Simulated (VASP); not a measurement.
Write the native input for VASP 6.6.1 that does the following.

* Task: relaxation of cell and atoms
* Functional: PBEsol
* Potentials or basis: VASP PAW PBE potentials, release 64 (Ta_pv)
* Cutoff: 600 eV
* k mesh: 7 × 7 × 7
* Occupations: gaussian, width 0.05 eV
* Spin: no spin polarisation
* Dipole correction: no
* Further INCAR settings: ALGO = Normal; EDIFF = 1e-06; IBRION = 2; EDIFFG = -0.02; NSW = 80; ISIF = 3

The structure of Ta lies in POSCAR:

```
Ta
1.0
   -1.6512800000      1.6512800000      1.6512800000
    1.6512800000     -1.6512800000      1.6512800000
    1.6512800000      1.6512800000     -1.6512800000
Ta
1
Direct
    0.0000000000      0.0000000000      0.0000000000
```

These files were run (other wordings do the same):

INCAR

```
SYSTEM = Ta
ALGO = Normal ; EDIFF = 1E-6
EDIFFG = -0.02 ; ENCUT = 600
GGA = PS ; IBRION = 2
ISIF = 3 ; ISMEAR = 0
LASPH = .True. ; LCHARG = .False.
LREAL = .False. ; LWAVE = .False.
NELM = 60 ; NSW = 80
PREC = Accurate ; SIGMA = 0.05
```

KPOINTS

```
k-points
0
Gamma
  7 7 7
  0 0 0
```

Potentials or basis: VASP PAW PBE potentials, release 64 (Ta_pv).

Command:

```bash
$ cat potpaw_PBE.64/Ta_pv/POTCAR > POTCAR
$ mpirun -np 1 vasp_std > vasp.out
```

Results of the run:

```yaml
Relaxed_volume: 17.78 Å³/atom
Relaxed_cell: a = 2.848 Å, b = 2.848 Å, c = 2.848 Å, α = 109.47°, β = 109.47°, γ = 109.47°
Space_group_after_relaxing_to_0.05_Å: Im-3m (No. 229)
Energy_gained_by_relaxing: 2.2 meV/atom
Ionic_steps: 3
Pressure_after_relaxing: 0.0 GPa
```

Caveat: the k points lie up to 0.39 Å⁻¹ apart in the final cell; the PAW data sets were made with another functional, which shifts forces and pressure a little.

Run time: 14 s on 1 thread of AMD EPYC 7R43 64-Core Processor (Zen 3), with other jobs on the host, peak memory 0.11 GiB.
